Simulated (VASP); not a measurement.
Input of a VASP 6.6.1 run:

The input INCAR:

```
ALGO = Normal ; EDIFF = 1E-8
ENCUT = 520 ; GGA = CA
ISIF = 2 ; ISMEAR = -1
LASPH = True ; LCHARG = False
LEFG = True ; LREAL = False
LWAVE = False ; NBANDS = 21
NELM = 60 ; PREC = Accurate
SIGMA = 0.03
```

The input KPOINTS:

```
k-points
0
Gamma
  7 7 7
```

File POSCAR:

```
PbF2
1.0
    0.0000000000      2.9499175202      2.9499175202
    2.9499175202      0.0000000000      2.9499175202
    2.9499175202      2.9499175202      0.0000000000
Pb F
1 2
Direct
    0.0000000000      0.0000000000      0.0000000000
    0.2500000000      0.2500000000      0.2500000000
    0.7500000000      0.7500000000      0.7500000000
```

Potentials or basis: VASP PAW LDA potentials, release 64 (Pb_d, F).

The run is started by

```sh
$ cat potpaw_LDA.64/Pb_d/POTCAR potpaw_LDA.64/F/POTCAR > POTCAR
$ mpirun -np 1 vasp_std > vasp.out
```

Task: Predict the band gap on the k mesh.

Result: 4.25 eV, indirect (least direct gap 4.48 eV).

Task: Predict the pressure.

Result: -3.6 GPa.

Caveat: without QUAD_EFG the Cq values of the log hold for a quadrupole moment of 1 mb, not for the nuclei; spin-orbit coupling is left out, which moves the levels of the heavy elements. A k mesh can miss the band edges.
